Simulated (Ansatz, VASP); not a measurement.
# One calculation of Cs, two programs

Contents of INCAR:

```
SYSTEM = Cs
PREC = Accurate
ENCUT = 520
EDIFF = 1E-7
ISMEAR = -1
SIGMA = 0.1
LREAL = .False.
LASPH = .True.
NELM = 80
ALGO = Normal
ISIF = 2
LWAVE = .False.
LCHARG = .False.
GGA = PS
NBANDS = 10
```

The input KPOINTS:

```
regular mesh
0
Gamma
  8 8 8
  0 0 0
```

POSCAR

```
Cs
1.0
    0.0000000000      3.7566440997      3.7566440997
    3.7566440997      0.0000000000      3.7566440997
    3.7566440997      3.7566440997      0.0000000000
Cs
1
Direct
    0.0000000000      0.0000000000      0.0000000000
```

Input for Ansatz:

```yaml
crystal:
  lattice:
    - [0.0, 3.7566440997, 3.7566440997]
    - [3.7566440997, 0.0, 3.7566440997]
    - [3.7566440997, 3.7566440997, 0.0]
  atoms:
    - { symbol: Cs, position: [0.0, 0.0, 0.0] }
hamiltonian:
  xc: pbesol
  pseudopotentials:
    kind: paw
    azcp:
      Cs: "pseudopotentials/Cs.paw.azcp"
basis:
  ecutwfc: 420
  fft_grid_basis: typed
kpoints:
  mp_grid: { grid: [8, 8, 8], shift: [0, 0, 0] }
magnetization:
  spin_polarized: false
scf:
  occupations: { method: fermi_dirac, width: 0.1 }
  lower_state_search: "off"
output:
  stress: true
```

Alike in both runs: task single point; functional PBEsol; k mesh 8 × 8 × 8; occupations fermi-dirac, width 0.1 eV; no spin polarisation.

```csv
,VASP,Ansatz
version,VASP 6.6.1,Ansatz 0.2.0
potentials or method,"VASP PAW PBE potentials, release 64 (Cs_sv), cutoff 520 eV","plane waves (420 eV) with PAW, scalar-relativistic"
valence electrons in the cell,9,9
```

```csv
,VASP,Ansatz,Ansatz less VASP
pressure (GPa),0.1,0.1,+0.01
```

VASP's potentials were made for PBE, not for PBEsol, and Ansatz warns of the same on its side. The functional is the same, so the differences come from potentials, cutoffs and numerics.

Spin-orbit coupling is off throughout.
